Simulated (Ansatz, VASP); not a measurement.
Al: VASP beside Ansatz

```
Al
1.0
    -2.43834    2.80304    1.37021
     2.43834   -2.80304    1.37021
     2.43834    2.80304   -1.37021
Al
2
Cartesian
  0.0000 1.4015 0.0002
  2.4383 1.4015 1.3700
```

Alike in both runs: functional PBE; k mesh 8 × 8 × 8; occupations gaussian, width 0.1 eV; no spin polarisation.

Ansatz relaxed the structure, and its values are those at the end. VASP's run is a single point on that final structure, the one shown.

```csv
,VASP,Ansatz
version,VASP 6.6.1,Ansatz 0.2.0
potentials or method,"VASP PAW PBE potentials, release 64 (Al), cutoff 520 eV","scalar-relativistic, plane waves, PAW"
valence electrons in the cell,6,6
```

|  | VASP | Ansatz | Ansatz less VASP |
| --- | --- | --- | --- |
| gap on the k mesh at the Fermi level (eV) | none | none | - |
| pressure (GPa) | 0.1 | 0.1 | +0.02 |

A gap of «none» marks a metal or a gap that the smearing closes. With one functional, cell and mesh, what is left measures potentials, basis and numerics.
